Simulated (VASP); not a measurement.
WBrF4:

```
CELL_PARAMETERS angstrom
0.00000 3.63026 3.63026
3.63026 0.00000 3.63026
3.63026 3.63026 0.00000
ATOMIC_POSITIONS crystal
W 0.00000 0.00000 0.00000
Br 0.25000 0.25000 0.25000
F 0.62501 0.62501 0.62501
F 0.62501 0.12498 0.62501
F 0.12498 0.62501 0.62501
F 0.62501 0.62501 0.12498
```

The cell was generated, and may not be a known phase.

- Program: VASP 6.6.1
- Task: relaxation of cell and atoms
- Functional: PBE
- Potentials or basis: VASP PAW PBE potentials, release 64 (W_sv, Br, F)
- Cutoff: 600 eV
- k mesh: 4 × 4 × 4
- Occupations: gaussian, width 0.1 eV
- Spin: collinear spin
- Starting moments: [1.16, -0.11, -0.06, -0.06, -0.06, -0.06] μB

At the start: pressure -21.1 GPa; volume 15.95 Å³/atom.

How do energy, volume and symmetry change on relaxing?

Over 3 steps the energy falls by 498.0 meV/atom and the volume is 10.93 Å³/atom (-31.4 %); space group F-43m (No. 216, to 0.1 Å) before and after; moment 0.00 μB per cell.

Step by step:
```
step  energy change (eV)  largest force (eV/Å)  pressure (GPa)  volume (Å³)
   1              0.0000                0.2385          -21.10        95.68
   2             -2.8855                0.0810           -7.64        69.45
   3             -2.9881                0.0154           -0.43        65.60
```

Final structure:
```
CELL_PARAMETERS angstrom
0.00000 3.20097 3.20097
3.20097 0.00000 3.20097
3.20097 3.20097 0.00000
ATOMIC_POSITIONS crystal
W 0.00000 0.00000 0.00000
Br 0.25000 0.25000 0.25000
F 0.62609 0.62609 0.62609
F 0.62609 0.12172 0.62609
F 0.12172 0.62609 0.62609
F 0.62609 0.62609 0.12172
```

Caveat: the k points lie up to 0.42 Å⁻¹ apart in the final cell; the volume moved by over 15 % at a fixed basis, so the end points are rough.
